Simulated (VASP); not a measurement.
# Li in VASP: single point with PBE

Aim: the single point of Li with PBE.

Program: VASP 6.6.1. These are calculated values, not measurements. Logs are shortened: lines on timing, memory, paths and dates and some standing lists are left out, and cuts for length are marked.

## 1. The cell of the first run

The cell holds a slab with vacuum, 17 atoms: a = 6.980 Å, b = 6.045 Å, c = 20.403 Å, α = 90.00°, β = 90.00°, γ = 54.74°.

## 2. Single point, PBE

The input, INCAR:

```
SYSTEM = Li
PREC = Accurate
ENCUT = 520
EDIFF = 1E-7
ISMEAR = -1
SIGMA = 0.05
LREAL = Auto
LASPH = .TRUE.
NELM = 80
ALGO = Normal
ISIF = 2
LWAVE = .FALSE.
LCHARG = .FALSE.
GGA = PE
NBANDS = 40
```

The input, KPOINTS:

```
regular mesh
0
G
  3 3 1
  0 0 0
```

The input, POSCAR:

```
Li
1.0
    6.9800000000      0.0000000000      0.0000000000
    3.4900000000      4.9356050000      0.0000000000
    0.0000000000      0.0000000000     20.4034080000
Li
17
Direct
   -0.2500000000      0.5000000000      0.0490114000
    0.2500000000      0.5000000000      0.0490114000
   -0.2500000000      1.0000000000      0.0490114000
    0.2500000000      1.0000000000      0.0490114000
   -0.0018674505      0.0001278040      0.1699678611
    0.5016542851      0.0000986778      0.1628571674
    0.0018444388      0.4997049562      0.1695618496
    0.4984946768      0.4999031194      0.1636468140
   -0.2621953081      0.4825116899      0.2850206964
    0.2614980073      0.5201248180      0.2863917620
   -0.2669996015      0.9831144156      0.2856215625
    0.2673661894      1.0151587704      0.2841359075
    0.0034953413     -0.0035756826      0.3926716745
    0.4901252774      0.0038994270      0.4199329225
   -0.0048127310      0.5062972575      0.3962437554
    0.5081821695      0.4986432588      0.4203684397
    0.0030659206      0.2325747188      0.5130323942
```

Potentials or basis: VASP PAW PBE potentials, release 64 (Li_sv).

Launch:

```
> cat potpaw_PBE.64/Li_sv/POTCAR > POTCAR
> mpirun -np 1 vasp_std > vasp.out
```

OUTCAR:

```text
SYSTEM = Li
   PREC = Accurate
   ENCUT = 520
   EDIFF = 1E-7
   ISMEAR = -1
   LREAL = Auto
   LASPH = .TRUE.
   NELM = 80
   ISIF = 2
   GGA = PE

 ion  position               nearest neighbor table
   1  0.750  0.500  0.049-
   2  0.250  0.500  0.049-
   3  0.750  0.000  0.049-
   4  0.250  0.000  0.049-
   5  0.998  0.000  0.170-
   6  0.502  0.000  0.163-
[... 9 lines left out ...]
  16  0.508  0.499  0.420-
  17  0.003  0.233  0.513-

  LATTYP: Found a base centered orthorhombic cell.
 ALAT       =     6.9800000000
 B/A-ratio  =     1.4142134670
 C/A-ratio  =     2.9231243553

  Lattice vectors:

 A1 = (   3.4900000000,  -4.9356050000,   0.0000000000)
 A2 = (   3.4900000000,   4.9356050000,   0.0000000000)
 A3 = (   0.0000000000,   0.0000000000,  20.4034080000)

Analysis of symmetry for initial positions (statically):
=====================================================================
 Subroutine PRICEL returns:
 Original cell was already a primitive cell.

 Routine SETGRP: Setting up the symmetry group for a
 base centered orthorhombic supercell.

 Subroutine GETGRP returns: Found  1 space group operations
 (whereof  1 operations were pure point group operations)
 out of a pool of  8 trial point group operations.

The static configuration has the point symmetry C_1 .

Analysis of symmetry for dynamics (positions and initial velocities):
=====================================================================
 Subroutine PRICEL returns:
 Original cell was already a primitive cell.

 Routine SETGRP: Setting up the symmetry group for a
 base centered orthorhombic supercell.

 Subroutine GETGRP returns: Found  1 space group operations
 (whereof  1 operations were pure point group operations)
 out of a pool of  8 trial point group operations.

The dynamic configuration has the point symmetry C_1 .

 Subroutine INISYM returns: Found  1 space group operations
 (whereof  1 operations are pure point group operations),
 and found     1 'primitive' translations
[... 94 lines left out ...]
   NGXF,Y,Z  is equivalent  to a cutoff of  25.72, 26.40, 26.07 a.u.
 SYSTEM =  Li
   PREC   = accura    normal or accurate (medium, high low for compatibility)
   ISTART =      0    job   : 0-new  1-cont  2-samecut
   ICHARG =      2    charge: 1-file 2-atom 10-const
   ISPIN  =      1    spin polarized calculation?
   LNONCOLLINEAR =      F non collinear calculations
   LSORBIT =      F    spin-orbit coupling
   LASPH  =      T    aspherical Exc in radial PAW
   ENCUT  =  520.0 eV  38.22 Ry    6.18 a.u.  12.98 11.24 37.94*2*pi/ulx,y,z
   NELM   =     80;   NELMIN=  2; NELMDL= -5     # of ELM steps
   EDIFF  = 0.1E-06   stopping-criterion for ELM
   LREAL  =      T    real-space projection
   EDIFFG = 0.1E-05   stopping-criterion for IOM
   NSW    =      0    number of steps for IOM
   IBRION =     -1    ionic relax: 0-MD 1-quasi-New 2-CG
   NFREE  =      0    steps in history (QN), initial steepest desc. (CG)
   ISIF   =      2    stress and relaxation
   ISYM   =      2    0-nonsym 1-usesym 2-fastsym
   POTIM  = 0.5000    time-step for ionic-motion
   TEBEG  =    0.0;   TEEND  =   0.0 temperature during run
   PSTRESS=    0.0 pullay stress
   NELECT =      51.0000    total number of electrons
   NUPDOWN=      -1.0000    fix difference up-down
   EMIN   =  10.00;   EMAX   =-10.00  energy-range for DOS
   EFERMI =   0.00;   METHOD = LEGACY
   ISMEAR =    -1;   SIGMA  =   0.05  broadening in eV -4-tet -1-fermi 0-gaus
   EFERMI_NEDOS =   21; number of points for ismear=-14 and -15
   IALGO  =     38    algorithm
   IMIX   =      4    mixing-type and parameters
     AMIX     =   0.40;   BMIX     =  1.00
     AMIX_MAG =   1.60;   BMIX_MAG =  1.00
  volume/ion in A,a.u.               =      41.35       279.03
  Fermi-wavevector in a.u.,A,eV,Ry     =   0.682808  1.290320  6.343403  0.466227
  Thomas-Fermi vector in A             =   1.761989
   LORBIT       =      0    0 simple, 1 ext, 2 COOP (PROOUT), +10 PAW based schemes
   GGA     = PE    functional components
[... 5 lines left out ...]
 non-spin polarized calculation
  energy-cutoff  :      520.00
  volume of cell :      702.91
 maximum number of plane-waves:     18969
 NGX is ok and might be reduce to    54
   NGX = 25   NGY = 23   NGZ = 75

 number of electron      50.9999990 magnetization

 Free energy of the ion-electron system (eV)
  ---------------------------------------------------
  ext. energy  EPLUGINS =         0.00000000
  ---------------------------------------------------
  free energy    TOTEN  =       -29.92019814 eV

  energy without entropy =      -29.84876716  energy(sigma->0) =      -29.88448265

 E-fermi :  -1.0874     XC(G=0):  -4.4053

 val. band max:       -1.2562319360   @ k =   0.0000   0.3333   0.0000
 cond. band min:      -1.0761603057   @ k =   0.0000   0.0000   0.0000
 fundamental gap:      0.1800716304
 Fermi energy:        -1.0874416919

 k-point     1 :       0.0000    0.0000    0.0000
  band No.  band energies     occupation
      1     -49.1778      2.00000
      2     -48.1465      2.00000
      3     -48.1380      2.00000
      4     -48.1234      2.00000
      5     -48.1164      2.00000
      6     -48.0943      2.00000
[... 189 lines left out ...]
     36       1.0238      0.00000
     37       1.3044      0.00000
 [bands above 37 left out]

------------------------ aborting loop because EDIFF is reached ----------------------------------------

  FORCE on cell =-STRESS in cart. coord.  units (eV):
  Direction    XX          YY          ZZ          XY          YZ          ZX
  --------------------------------------------------------------------------------------
  -------------------------------------------------------------------------------------
  Total       -1.9893952     -2.3748123     -0.6120758      0.4018267     -0.0172131     -0.0029896
  in kB       -4.5345388     -5.4130414     -1.3951382      0.9159058     -0.0392348     -0.0068144
  external PRESSURE =      -3.7809061 kB  Pullay stress =       0.0000000 kB

 VOLUME and BASIS-vectors are now :
 -----------------------------------------------------------------------------
  energy-cutoff  :      520.00
  volume of cell :      702.91
      direct lattice vectors                 reciprocal lattice vectors
     6.980000000  0.000000000  0.000000000     0.143266476 -0.101304703  0.000000000
     3.490000000  4.935605000  0.000000000     0.000000000  0.202609407  0.000000000
     0.000000000  0.000000000 20.403408000     0.000000000  0.000000000  0.049011420

 POSITION                                       TOTAL-FORCE (eV/Angst)
 -----------------------------------------------------------------------------------
      6.98000      2.46780      1.00000         0.017064      0.012149      0.034045
      3.49000      2.46780      1.00000        -0.018053      0.003451      0.021103
      5.23500      0.00000      1.00000         0.022249     -0.004904      0.017564
      1.74500      0.00000      1.00000        -0.019556     -0.011419      0.030779
      6.96741      0.00063      3.46792         0.002950      0.000376     -0.015246
      3.50189      0.00049      3.32284         0.000740     -0.001052     -0.005445
[... 9 lines left out ...]
      5.28738      2.46111      8.57695        -0.009425      0.003170     -0.020922
      0.83309      1.14790     10.46761        -0.001910     -0.008552      0.029945
 -----------------------------------------------------------------------------------
    total drift:                               -0.005444      0.003134     -0.004127

  FREE ENERGIE OF THE ION-ELECTRON SYSTEM (eV)
  ---------------------------------------------------
  free  energy   TOTEN  =       -29.9201981424 eV

  energy  without entropy=      -29.8487671616  energy(sigma->0) =      -29.88448265
```

stdout:

```text
POSCAR found type information on POSCAR Li
 POSCAR found :  1 types and      17 ions
 scaLAPACK will be used
 LDA part: xc-table for (Slater+PW92), standard interpolation
 POSCAR, INCAR and KPOINTS ok, starting setup
 FFT: planning ... GRIDC
 FFT: planning ... GRID_SOFT
 FFT: planning ... GRID
 WAVECAR not read
 entering main loop
```

It took 7.6 min on 1 thread of Oxide Virtual Turin-like, shared host; peak memory 0.7 GiB.

What came out:

```
Free energy   : -29.9202 eV
Largest force : 0.040 eV/Å
```

Forces in eV/Å, atoms in the order of the input:
```
Li   0.017  0.012  0.034
Li  -0.018  0.003  0.021
Li   0.022 -0.005  0.018
Li  -0.020 -0.011  0.031
Li   0.003  0.000 -0.015
Li   0.001 -0.001 -0.005
Li  -0.004  0.001 -0.015
Li   0.000  0.002 -0.006
Li  -0.001 -0.022 -0.010
Li  -0.008  0.007 -0.020
Li   0.020 -0.012 -0.018
Li  -0.009  0.025 -0.006
Li   0.003  0.002  0.002
Li   0.007  0.001 -0.024
Li  -0.003  0.004  0.005
Li  -0.009  0.003 -0.021
Li  -0.002 -0.009  0.030
```

Caveat: the k points lie up to 0.42 Å⁻¹ apart; the cutoff is under 1.25 times the usual one of these potentials, so pressure, stress and relaxed cells hold a basis-set (Pulay) error.
